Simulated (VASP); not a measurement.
Here is a VASP 6.6.1 calculation.

INCAR

```
SYSTEM = Si2Ni
PREC = Accurate
ENCUT = 520
EDIFF = 1E-7
ISMEAR = 0
SIGMA = 0.1
LREAL = .FALSE.
LASPH = .TRUE.
NELM = 60
ALGO = Normal
ISIF = 2
LWAVE = .FALSE.
LCHARG = .TRUE.
GGA = PE
LELF = .TRUE.
LVHAR = .TRUE.
NBANDS = 16
```

Contents of KPOINTS:

```
regular mesh
0
G
  14 14 14
  0 0 0
```

Contents of POSCAR:

```
Si2Ni
1.0
    0.0000000000      2.7503985312      2.7503985312
    2.7503985312      0.0000000000      2.7503985312
    2.7503985312      2.7503985312      0.0000000000
Si Ni
2 1
Direct
    0.2500000000      0.2500000000      0.2500000000
    0.7500000000      0.7500000000      0.7500000000
    0.0000000000      0.0000000000      0.0000000000
```

Potentials or basis: VASP PAW PBE potentials, release 64 (Si, Ni).

Command:

```sh
$ cat potpaw_PBE.64/Si/POTCAR potpaw_PBE.64/Ni/POTCAR > POTCAR
$ mpirun -np 1 vasp_std > vasp.out
```

Problem. What does it give for the band gap on the k mesh?

Solution. Zero (band 9 reaches 11.33 eV, above the bottom of band 10 at 9.14 eV).

Problem. What does it give for the pressure?

Solution. -4.1 GPa.

 Spin polarisation is off, so any magnetic state and its effect on volume and gap are missing.
